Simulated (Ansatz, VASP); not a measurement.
One calculation of SnSe, two programs

File INCAR:

```
  PREC = Accurate
  ENCUT = 520
  EDIFF = 1E-7
  ISMEAR = 0
  SIGMA = 0.02
  LREAL = False
  LASPH = True
  NELM = 100
  ALGO = Normal
  ISIF = 2
  LWAVE = False
  LCHARG = False
  GGA = PE
  NBANDS = 17
```

File KPOINTS:

```
regular mesh
0
Gamma
  10 10 10
```

File POSCAR:

```
SnSe
1.0
    0.0000000000      2.9689401831      2.9689401831
    2.9689401831      0.0000000000      2.9689401831
    2.9689401831      2.9689401831      0.0000000000
Sn Se
1 1
Direct
    0.0000000000      0.0000000000      0.0000000000
    0.5000000000      0.5000000000      0.5000000000
```

Input for Ansatz:

```yaml
crystal:
  lattice:
    - [0.0, 2.9689401831, 2.9689401831]
    - [2.9689401831, 0.0, 2.9689401831]
    - [2.9689401831, 2.9689401831, 0.0]
  atoms:
    - { symbol: Sn, position: [0.0, 0.0, 0.0] }
    - { symbol: Se, position: [0.5, 0.5, 0.5] }
basis:
  ecutwfc: 420
kpoints:
  mp_grid: { grid: [10, 10, 10] }
hamiltonian:
  xc: pbe
scf:
  occupations: { method: gaussian, width: 0.02 }
output:
  forces: true
  stress: true
  eigenvalues: true
```

Alike in both runs: task single point; functional PBE; k mesh 10 × 10 × 10; occupations gaussian, width 0.02 eV; no spin polarisation.

```csv
,VASP,Ansatz
version,VASP 6.6.1,Ansatz 0.2.0
potentials or method,"VASP PAW PBE potentials, release 64 (Sn_d, Se), cutoff 520 eV","scalar-relativistic, plane waves, PAW"
valence electrons in the cell,20,30
```

|  | VASP | Ansatz | Ansatz less VASP |
| --- | --- | --- | --- |
| gap on the k mesh at the Fermi level (eV) | 0.52 | 0.52 | +0.001 |
| least direct gap on the mesh (eV) | 0.61 | 0.61 | 0.000 |
| pressure (GPa) | 3.4 | 3.4 | -0.01 |

VASP's potentials hold 20 valence electrons a cell and Ansatz's 30, so a difference there can come from the potentials and not from the codes.
